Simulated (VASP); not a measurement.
**SnO2: single point with PBE+D3(BJ)**

SnO2:

```
CELL_PARAMETERS angstrom
3.13090 0.00000 0.00000
-1.56545 2.71144 0.00000
0.00000 0.00000 10.07474
ATOMIC_POSITIONS crystal
Sn 0.88302 0.00000 0.50000
Sn 0.11698 0.00000 0.00000
O 0.54821 0.33333 0.40179
O 0.78513 0.33333 0.09821
O 0.21487 0.66667 0.59821
O 0.45179 0.66667 0.90179
```

This cell differs from its parent crystal: atoms displaced along a vibrational mode, the cell strained.

* Program: VASP 6.6.1
* Task: single point
* Functional: PBE
* Dispersion: D3(BJ)
* Potentials or basis: VASP PAW PBE potentials, release 64 (Sn_d, O)
* Cutoff: 520 eV
* k mesh: 12 × 12 × 4
* Occupations: gaussian, width 0.05 eV
* Spin: no spin polarisation

```json
{
  "Pressure": "13.0 GPa",
  "Largest force": "1.040 eV/Å",
  "Band gap on the k mesh": "2.62 eV (least direct gap 3.08 eV)",
  "Dispersion energy per atom": "-0.179 eV"
}
```

Forces on the atoms (eV/Å):
```
Sn  -0.099  0.000  0.000
Sn   0.099  0.000  0.000
O    0.011 -0.004 -1.040
O   -0.011 -0.004  1.040
O    0.011  0.004  1.040
O   -0.011  0.004 -1.040
```

Stress tensor (GPa, compression positive):
```
16.08  0.00  0.00
 0.00 15.86  0.00
 0.00  0.00  6.95
```

Levels at points of the mesh, in eV from the valence-band top:
```csv
k point,band 23,band 24,band 25,band 26,band 27,band 28,band 29,band 30
"(0.00, 0.00, 0.00)",-0.86,-0.85,-0.84,-0.45,2.62,3.61,5.93,6.28
"(0.50, 0.00, 0.00)",-0.54,-0.53,-0.49,-0.10,5.96,6.12,7.45,8.05
"(0.00, 0.50, 0.00)",-0.59,-0.52,-0.51,-0.05,5.95,6.14,7.39,8.18
"(0.00, 0.00, 0.50)",-0.86,-0.86,-0.85,-0.85,3.12,3.12,6.12,6.12
"(0.50, 0.00, 0.50)",-0.52,-0.52,-0.30,-0.30,6.04,6.04,7.73,7.73
"(0.00, 0.50, 0.50)",-0.52,-0.52,-0.28,-0.28,6.04,6.04,7.76,7.76
```

Run time: 2.3 min on 1 thread of Intel(R) Xeon(R) 6975P-C (Granite Rapids), on a shared host, peak memory 0.42 GiB.

Caveat: the cell differs from its parent crystal (atoms displaced along a vibrational mode, the cell strained); the cell stands under pressure; spin-orbit coupling is left out, which moves the levels of the heavy elements; forces of over 1 eV/Å act on the atoms, so gaps and moduli don't describe the material at rest. A k mesh can miss the band edges.
